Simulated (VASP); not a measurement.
Te, 8 atoms in the cell. It takes space group Pm-3n (No. 223, cubic). The conventional cell has a = 6.013 Å, b = 6.013 Å, c = 6.013 Å, α = 90.00°, β = 90.00°, γ = 90.00°. Te (site symmetry m-3) has 12 Te at 3.36 Å within 4.4 Å. Te (site symmetry -4m2) has 14 Te at 3.01 to 3.68 Å within 4.0 Å. 

- Program: VASP 6.6.1
- Task: single point
- Functional: LDA
- Potentials or basis: VASP PAW LDA potentials, release 64 (Te)
- Cutoff: 520 eV
- k mesh: 4 × 4 × 4
- Occupations: fermi-dirac, width 0.1 eV
- Spin: no spin polarisation
- Dipole correction: no
- Further INCAR settings: ALGO = Normal; EDIFF = 1e-06; NBANDS = 34

Potentials or basis: VASP PAW LDA potentials, release 64 (Te).

Run with:

```sh
$ cat potpaw_LDA.64/Te/POTCAR > POTCAR
$ mpirun -np 1 vasp_std > vasp.out
```

Hardware: 1 thread of Intel(R) Xeon(R) Platinum 8488C (Sapphire Rapids), with other jobs on the host.

**Question.** How long does it take, and how much memory?

**Answer.** Run time: 50 s on 1 thread of Intel(R) Xeon(R) Platinum 8488C (Sapphire Rapids), on a shared host, peak memory 0.26 GiB. Counts: scf iterations 13, k points 10.
